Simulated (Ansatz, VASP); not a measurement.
# MnSi2H2: VASP beside Ansatz

```
Si Mn H
1.0
     0.00000    3.45772    0.00000
     4.39981   -1.72886    0.00000
    -0.37653    1.72886   -7.30623
Si Mn H
4 2 4
Cartesian
  0.9539 1.7289 -4.1149
  3.0694 1.7289 -3.1914
  3.5004 1.7289 -6.4046
  0.5229 1.7289 -0.9016
  3.8979 0.0000 -2.7208
  0.1254 3.4577 -4.5854
  2.6961 3.4577 -4.9240
  1.3272 0.0000 -2.3823
  0.8512 1.7289 -6.5148
  3.1721 1.7289 -0.7914
```

Alike in both runs: task single point; functional PBE; k mesh 6 × 6 × 6; no spin polarisation.

|  | VASP | Ansatz |
| --- | --- | --- |
| version | VASP 6.6.1 | Ansatz 0.2.0 |
| potentials or method | VASP PAW PBE potentials, release 64 (Si, Mn_pv, H), cutoff 520 eV | PAW plane waves |
| occupations | fermi-dirac, width 0.1 eV | fermi-dirac |
| valence electrons in the cell | 46 | 50 |

```csv
,VASP,Ansatz,Ansatz less VASP
rms of the force components (eV/Å),2.090,2.074,-0.0162
```

VASP's potentials hold 46 valence electrons a cell and Ansatz's 50, so a difference there can come from the potentials and not from the codes.
